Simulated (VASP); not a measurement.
# ZnSe (P4/nmm) in VASP: further runs

ZnSe is run at these levels: LDA; tasks: single point.

All numbers are computed with VASP 6.6.1; they aren't measurements. Logs are shortened: lines on timing, memory, paths and dates and some standing lists are left out, and cuts for length are marked.

**1. The cell of the first run**

Symmetry: P4/nmm, No. 129, tetragonal system. The conventional cell has a = 4.016 Å, b = 4.016 Å, c = 5.300 Å, α = 90.00°, β = 90.00°, γ = 90.00°. Within 3.3 Å of Zn (site symmetry -4m2) lie 4 Se at 2.50 Å and 4 Zn at 2.84 Å. Within 3.3 Å of Se (site symmetry 4mm) lie 4 Zn at 2.50 Å.

**2. Single point, LDA (atoms displaced along a vibrational mode, the cell strained)**

The input, INCAR:

```
SYSTEM = ZnSe
PREC = Accurate
ENCUT = 520
EDIFF = 1E-6
ISMEAR = 0
SIGMA = 0.05
LREAL = .FALSE.
LASPH = .TRUE.
NELM = 80
ALGO = Normal
ISIF = 2
LWAVE = .FALSE.
LCHARG = .FALSE.
NBANDS = 26
```

The input, KPOINTS:

```
regular mesh
0
G
  8 8 6
  0 0 0
```

The input, POSCAR:

```
ZnSe
1.0
    4.0155337888      0.0000000000      0.0000000000
    0.0000000000      4.0155337888      0.0000000000
    0.0000000000      0.0000000000      5.2997676378
Zn Se
2 2
Direct
    0.0000000000      0.0000000000      0.0000000000
    0.5000000000      0.5000000000      0.0000000000
    0.0000000000      0.5000000000      0.2797006005
    0.5000000000      0.0000000000      0.7202993995
```

Potentials or basis: VASP PAW LDA potentials, release 64 (Zn, Se).

On the command line:

```
$ cat potpaw_LDA.64/Zn/POTCAR potpaw_LDA.64/Se/POTCAR > POTCAR
$ mpirun -np 1 vasp_std > vasp.out
```

OUTCAR:

```text
SYSTEM = ZnSe
   PREC = Accurate
   ENCUT = 520
   EDIFF = 1E-6
   ISMEAR = 0
   LREAL = .FALSE.
   LASPH = .TRUE.
   NELM = 80
   ISIF = 2

 ion  position               nearest neighbor table
   1  0.000  0.000  0.000-   3 2.50   4 2.50   3 2.50   4 2.50   2 2.84   2 2.84   2 2.84   2 2.84

   2  0.500  0.500  0.000-   3 2.50   4 2.50   4 2.50   3 2.50   1 2.84   1 2.84   1 2.84   1 2.84

   3  0.000  0.500  0.280-   1 2.50   2 2.50   1 2.50   2 2.50
   4  0.500  0.000  0.720-   1 2.50   2 2.50   2 2.50   1 2.50

  LATTYP: Found a simple tetragonal cell.
 ALAT       =     4.0155337888
 C/A-ratio  =     1.3198164719

  Lattice vectors:

 A1 = (   4.0155337888,   0.0000000000,   0.0000000000)
 A2 = (   0.0000000000,   4.0155337888,   0.0000000000)
 A3 = (   0.0000000000,   0.0000000000,   5.2997676378)

Analysis of symmetry for initial positions (statically):
=====================================================================
 Subroutine PRICEL returns:
 Original cell was already a primitive cell.

 Routine SETGRP: Setting up the symmetry group for a
 simple tetragonal supercell.

 Subroutine GETGRP returns: Found 16 space group operations
 (whereof  8 operations were pure point group operations)
 out of a pool of 16 trial point group operations.

The static configuration has the point symmetry D_2d.
 The point group associated with its full space group is D_4h.

Analysis of symmetry for dynamics (positions and initial velocities):
=====================================================================
 Subroutine PRICEL returns:
 Original cell was already a primitive cell.

 Routine SETGRP: Setting up the symmetry group for a
 simple tetragonal supercell.

 Subroutine GETGRP returns: Found 16 space group operations
 (whereof  8 operations were pure point group operations)
 out of a pool of 16 trial point group operations.

The dynamic configuration has the point symmetry D_2d.
 The point group associated with its full space group is D_4h.

 Subroutine INISYM returns: Found 16 space group operations
 (whereof  8 operations are pure point group operations),
 and found     1 'primitive' translations

----------------------------------------------------------------------------------------

                                     Primitive cell
[... 92 lines left out ...]
   LASPH  =      T    aspherical Exc in radial PAW
   ENCUT  =  520.0 eV  38.22 Ry    6.18 a.u.   7.47  7.47  9.85*2*pi/ulx,y,z
   NELM   =     80;   NELMIN=  2; NELMDL= -5     # of ELM steps
   EDIFF  = 0.1E-05   stopping-criterion for ELM
   LREAL  =      F    real-space projection
   EDIFFG = 0.1E-04   stopping-criterion for IOM
   NSW    =      0    number of steps for IOM
   IBRION =     -1    ionic relax: 0-MD 1-quasi-New 2-CG
   NFREE  =      0    steps in history (QN), initial steepest desc. (CG)
   ISIF   =      2    stress and relaxation
   ISYM   =      2    0-nonsym 1-usesym 2-fastsym
   POTIM  = 0.5000    time-step for ionic-motion
   TEBEG  =    0.0;   TEEND  =   0.0 temperature during run
   PSTRESS=    0.0 pullay stress
   NELECT =      36.0000    total number of electrons
   NUPDOWN=      -1.0000    fix difference up-down
   EMIN   =  10.00;   EMAX   =-10.00  energy-range for DOS
   EFERMI =   0.00;   METHOD = LEGACY
   ISMEAR =     0;   SIGMA  =   0.05  broadening in eV -4-tet -1-fermi 0-gaus
   EFERMI_NEDOS =   21; number of points for ismear=-14 and -15
   IALGO  =     38    algorithm
   IMIX   =      4    mixing-type and parameters
     AMIX     =   0.40;   BMIX     =  1.00
     AMIX_MAG =   1.60;   BMIX_MAG =  1.00
  volume/ion in A,a.u.               =      21.36       144.17
  Fermi-wavevector in a.u.,A,eV,Ry     =   1.227235  2.319139 20.491825  1.506107
  Thomas-Fermi vector in A             =   2.362206
   LORBIT       =      0    0 simple, 1 ext, 2 COOP (PROOUT), +10 PAW based schemes
   GGA     = CA    functional components
   LHFCALC =     F    Hartree Fock is set to
   AEXX    =    0.0000 exact exchange contribution
   IVDW    =     0    specifies the selected vdW correction
   LEPSILON=     F    determine dielectric tensor
   LRPA    =     F    only Hartree local field effects (RPA)
 non-spin polarized calculation
 Gauss-broadening in eV      SIGMA  =   0.05
  energy-cutoff  :      520.00
  volume of cell :       85.46
 maximum number of plane-waves:      2347
 NGX is ok and might be reduce to    30
   NGX = 15   NGY = 15   NGZ = 19

 number of electron      36.0000069 magnetization

 Free energy of the ion-electron system (eV)
  ---------------------------------------------------
  ext. energy  EPLUGINS =         0.00000000
  ---------------------------------------------------
  free energy    TOTEN  =       -14.02441224 eV

  energy without entropy =      -14.02441224  energy(sigma->0) =      -14.02441224

 E-fermi :   2.4063     XC(G=0): -10.0284

 val. band max:        2.1289801493   @ k =   0.0000   0.0000   0.0000
 cond. band min:       3.6610371652   @ k =   0.0000   0.0000   0.0000
 fundamental gap:      1.5320570159
 Fermi energy:         2.4062943668

 k-point     1 :       0.0000    0.0000    0.0000
  band No.  band energies     occupation
      1     -11.5616      2.00000
      2     -10.1919      2.00000
      3      -5.2229      2.00000
      4      -5.1751      2.00000
      5      -5.0605      2.00000
      6      -5.0605      2.00000
[... 685 lines left out ...]
     25      11.0204      0.00000
     26      11.0204      0.00000

 [... further k-points ...]

------------------------ aborting loop because EDIFF is reached ----------------------------------------

  FORCE on cell =-STRESS in cart. coord.  units (eV):
  Direction    XX          YY          ZZ          XY          YZ          ZX
  --------------------------------------------------------------------------------------
  -------------------------------------------------------------------------------------
  Total       -0.7181480     -0.7181480     -0.6735133      0.0000000      0.0000000      0.0000000
  in kB      -13.4642182    -13.4642182    -12.6273835      0.0000000      0.0000000      0.0000000
  external PRESSURE =     -13.1852733 kB  Pullay stress =       0.0000000 kB

 VOLUME and BASIS-vectors are now :
 -----------------------------------------------------------------------------
  energy-cutoff  :      520.00
  volume of cell :       85.46
      direct lattice vectors                 reciprocal lattice vectors
     4.015533789  0.000000000  0.000000000     0.249032894  0.000000000  0.000000000
     0.000000000  4.015533789  0.000000000     0.000000000  0.249032894  0.000000000
     0.000000000  0.000000000  5.299767638     0.000000000  0.000000000  0.188687518

 POSITION                                       TOTAL-FORCE (eV/Angst)
 -----------------------------------------------------------------------------------
      0.00000      0.00000      0.00000         0.000000     -0.000000      0.000000
      2.00777      2.00777      0.00000         0.000000      0.000000      0.000000
      0.00000      2.00777      1.48235        -0.000000      0.000000     -0.181089
      2.00777      0.00000      3.81742         0.000000      0.000000      0.181089
 -----------------------------------------------------------------------------------
    total drift:                                0.000000      0.000000      0.000000

  FREE ENERGIE OF THE ION-ELECTRON SYSTEM (eV)
  ---------------------------------------------------
  free  energy   TOTEN  =       -14.0244122426 eV

  energy  without entropy=      -14.0244122426  energy(sigma->0) =      -14.02441224
```

stdout:

```text
POSCAR found type information on POSCAR ZnSe
 POSCAR found :  2 types and       4 ions
 scaLAPACK will be used
 LDA part: xc-table for (Slater(with rela. corr.)+CA(PZ))
 , standard interpolation
 POSCAR, INCAR and KPOINTS ok, starting setup
 FFT: planning ... GRIDC
 FFT: planning ... GRID_SOFT
 FFT: planning ... GRID
 WAVECAR not read
 entering main loop
```

Wall time 38 s (1 thread of AMD EPYC 9R45 (Zen 5), shared host); peak memory 0.21 GiB.

Results:

```
Free energy            : -14.0244 eV
Pressure               : -1.3 GPa
Largest force          : 0.181 eV/Å
Band gap on the k mesh : 1.53 eV
```

Forces in eV/Å, atoms in the order of the input:
```
Zn   0.000  0.000  0.000
Zn   0.000  0.000  0.000
Se   0.000  0.000 -0.181
Se   0.000  0.000  0.181
```

Caveat: the cell differs from its parent crystal (atoms displaced along a vibrational mode, the cell strained). A k mesh can miss the band edges.

**3. Single point, LDA (atoms displaced along a vibrational mode, the cell strained)**

The input, INCAR:

```
PREC = Accurate
ENCUT = 520
EDIFF = 1E-6
ISMEAR = 0
SIGMA = 0.05
LREAL = F
LASPH = T
NELM = 100
ALGO = Normal
ISIF = 2
LWAVE = F
LCHARG = T
GGA = CA
LELF = T
LVHAR = T
NBANDS = 26
```

The input, KPOINTS:

```
Automatic mesh
0
Gamma
  8 8 6
```

The input, POSCAR:

```
ZnSe
1.0
    4.0489866141      0.0000000000      0.0000000000
    0.0000000000      4.0489866141      0.0000000000
    0.0000000000      0.0000000000      5.3439192278
Zn Se
2 2
Direct
    0.0000000000      0.0000000000      0.0000000000
    0.5000000000      0.5000000000      0.0000000000
    0.0000000000      0.5000000000      0.2797006005
    0.5000000000      0.0000000000      0.7202993995
```

Potentials or basis: VASP PAW LDA potentials, release 64 (Zn, Se).

On the command line:

```
$ cat potpaw_LDA.64/Zn/POTCAR potpaw_LDA.64/Se/POTCAR > POTCAR
$ mpirun -np 1 vasp_std > vasp.out
```

It took 39 s on 1 thread of AMD EPYC 9R45 (Zen 5), shared host; peak memory 0.21 GiB.

It converged, with:

```
Free energy            : -13.9959 eV
Pressure               : -2.9 GPa
Largest force          : 0.416 eV/Å
Band gap on the k mesh : 1.48 eV
```

Forces in eV/Å, atoms in the order of the input:
```
Zn   0.000  0.000  0.000
Zn   0.000  0.000  0.000
Se   0.000  0.000 -0.416
Se   0.000  0.000  0.416
```

Stress tensor (GPa, compression positive):
```
-2.96  0.00  0.00
 0.00 -2.96  0.00
 0.00  0.00 -2.78
```

Levels at points of the mesh, in eV from the valence-band top:
| k point | band 15 | band 16 | band 17 | band 18 | band 19 | band 20 | band 21 | band 22 |
| --- | --- | --- | --- | --- | --- | --- | --- | --- |
| (0.00, 0.00, 0.00) | -2.65 | -0.20 | 0.00 | 0.00 | 1.48 | 1.54 | 2.62 | 5.34 |
| (0.50, 0.00, 0.00) | -2.25 | -2.25 | -1.09 | -1.09 | 3.51 | 3.51 | 5.25 | 5.25 |
| (0.50, 0.50, 0.00) | -2.42 | -2.42 | -2.06 | -2.06 | 2.62 | 2.62 | 2.88 | 2.88 |
| (0.00, 0.00, 0.50) | -2.16 | -1.66 | -0.83 | -0.83 | 1.86 | 3.33 | 4.20 | 4.47 |
| (0.50, 0.00, 0.50) | -0.99 | -0.99 | -0.69 | -0.69 | 2.12 | 2.12 | 5.56 | 5.56 |
| (0.50, 0.50, 0.50) | -3.26 | -3.26 | -3.02 | -3.02 | 4.95 | 4.95 | 5.13 | 5.13 |

Caveat: the cell differs from its parent crystal (atoms displaced along a vibrational mode, the cell strained).

**4. Single point, LDA (atoms displaced along a vibrational mode, the cell strained)**

The input, INCAR:

```
SYSTEM = ZnSe
PREC = Accurate
ENCUT = 520
EDIFF = 1E-6
ISMEAR = 0
SIGMA = 0.05
LREAL = .False.
LASPH = .True.
NELM = 60
ALGO = Normal
ISIF = 2
LWAVE = .False.
LCHARG = .False.
GGA = CA
NBANDS = 26
```

The input, KPOINTS:

```
regular mesh
0
Gamma
  8 8 6
  0 0 0
```

The input, POSCAR:

```
ZnSe
1.0
    4.0820411916      0.0000000000      0.0000000000
    0.0000000000      4.0820411916      0.0000000000
    0.0000000000      0.0000000000      5.3875452035
Zn Se
2 2
Direct
    0.0000000000      0.0000000000      0.0000000000
    0.5000000000      0.5000000000      0.0000000000
    0.0000000000      0.5000000000      0.2797006005
    0.5000000000      0.0000000000      0.7202993995
```

Potentials or basis: VASP PAW LDA potentials, release 64 (Zn, Se).

On the command line:

```
$ cat potpaw_LDA.64/Zn/POTCAR potpaw_LDA.64/Se/POTCAR > POTCAR
$ mpirun -np 1 vasp_std > vasp.out
```

OUTCAR:

```text
SYSTEM = ZnSe
   PREC = Accurate
   ENCUT = 520
   EDIFF = 1E-6
   ISMEAR = 0
   LREAL = .False.
   LASPH = .True.
   NELM = 60
   ISIF = 2
   GGA = CA

 ion  position               nearest neighbor table
   1  0.000  0.000  0.000-   3 2.54   4 2.54   3 2.54   4 2.54   2 2.89   2 2.89   2 2.89   2 2.89

   2  0.500  0.500  0.000-   3 2.54   4 2.54   4 2.54   3 2.54   1 2.89   1 2.89   1 2.89   1 2.89

   3  0.000  0.500  0.280-   1 2.54   2 2.54   1 2.54   2 2.54
   4  0.500  0.000  0.720-   1 2.54   2 2.54   2 2.54   1 2.54

  LATTYP: Found a simple tetragonal cell.
 ALAT       =     4.0820411916
 C/A-ratio  =     1.3198164719

  Lattice vectors:

 A1 = (   4.0820411916,   0.0000000000,   0.0000000000)
 A2 = (   0.0000000000,   4.0820411916,   0.0000000000)
 A3 = (   0.0000000000,   0.0000000000,   5.3875452035)

Analysis of symmetry for initial positions (statically):
=====================================================================
 Subroutine PRICEL returns:
 Original cell was already a primitive cell.

 Routine SETGRP: Setting up the symmetry group for a
 simple tetragonal supercell.

[... 172 lines left out ...]
 E-fermi :   1.9238     XC(G=0):  -9.8068

 val. band max:        1.6834756844   @ k =   0.0000   0.0000   0.0000
 cond. band min:       3.1145404056   @ k =   0.0000   0.0000   0.0000
 fundamental gap:      1.4310647212
 Fermi energy:         1.9238434345

 k-point     1 :       0.0000    0.0000    0.0000
  band No.  band energies     occupation
      1     -11.6693      2.00000
      2     -10.4389      2.00000
      3      -5.4456      2.00000
      4      -5.4211      2.00000
      5      -5.3100      2.00000
      6      -5.3100      2.00000
[... 685 lines left out ...]
     25      10.4705      0.00000
     26      10.4705      0.00000

 [... further k-points ...]

------------------------ aborting loop because EDIFF is reached ----------------------------------------

  FORCE on cell =-STRESS in cart. coord.  units (eV):
  Direction    XX          YY          ZZ          XY          YZ          ZX
  --------------------------------------------------------------------------------------
  -------------------------------------------------------------------------------------
  Total       -2.4570217     -2.4570217     -2.3131334      0.0000000      0.0000000      0.0000000
  in kB      -43.8504324    -43.8504324    -41.2824603      0.0000000      0.0000000      0.0000000
  external PRESSURE =     -42.9944417 kB  Pullay stress =       0.0000000 kB

 VOLUME and BASIS-vectors are now :
 -----------------------------------------------------------------------------
  energy-cutoff  :      520.00
  volume of cell :       89.77
      direct lattice vectors                 reciprocal lattice vectors
     4.082041192  0.000000000  0.000000000     0.244975480  0.000000000  0.000000000
     0.000000000  4.082041192  0.000000000     0.000000000  0.244975480  0.000000000
     0.000000000  0.000000000  5.387545204     0.000000000  0.000000000  0.185613292

 POSITION                                       TOTAL-FORCE (eV/Angst)
 -----------------------------------------------------------------------------------
      0.00000      0.00000      0.00000         0.000000      0.000000      0.000000
      2.04102      2.04102      0.00000         0.000000     -0.000000      0.000000
      0.00000      2.04102      1.50690         0.000000      0.000000     -0.628629
      2.04102      0.00000      3.88065        -0.000000      0.000000      0.628629
 -----------------------------------------------------------------------------------
    total drift:                                0.000000      0.000000      0.000000

  FREE ENERGIE OF THE ION-ELECTRON SYSTEM (eV)
  ---------------------------------------------------
  free  energy   TOTEN  =       -13.9472495466 eV

  energy  without entropy=      -13.9472495466  energy(sigma->0) =      -13.94724955
```

Wall time 36 s (1 thread of AMD EPYC 9R45 (Zen 5), shared host); peak memory 0.21 GiB.

Results:

| Quantity | Value |
| --- | --- |
| Free energy | -13.9472 eV |
| Pressure | -4.3 GPa |
| Largest force | 0.629 eV/Å |
| Band gap on the k mesh | 1.43 eV |

Forces on the atoms (eV/Å):
```
Zn   0.000  0.000  0.000
Zn   0.000  0.000  0.000
Se   0.000  0.000 -0.629
Se   0.000  0.000  0.629
```

Stress tensor (GPa, compression positive):
```
-4.39  0.00  0.00
 0.00 -4.39  0.00
 0.00  0.00 -4.13
```

Caveat: the cell differs from its parent crystal (atoms displaced along a vibrational mode, the cell strained); the cell stands under tension.

**5. Overview**

```tsv
cell	gap on the mesh (eV)	pressure (GPa)	largest force (eV/Å)
a = 4.016, b = 4.016, c = 5.300 Å, 4 atoms	1.53	-1.3	0.18
a = 4.049, b = 4.049, c = 5.344 Å, 4 atoms	1.48	-2.9	0.42
a = 4.082, b = 4.082, c = 5.388 Å, 4 atoms	1.43	-4.3	0.63
```

Alike in all rows: task single point; level LDA; potentials or basis VASP PAW LDA potentials, release 64 (Zn, Se); no spin polarisation; k mesh 8 × 8 × 6; cutoff (eV) 520; smearing gaussian 0.05 eV.

Caveats: the cell stands under tension (at least some runs).

Total energies depend on the potentials used, so only differences within one code and one set of settings carry meaning.
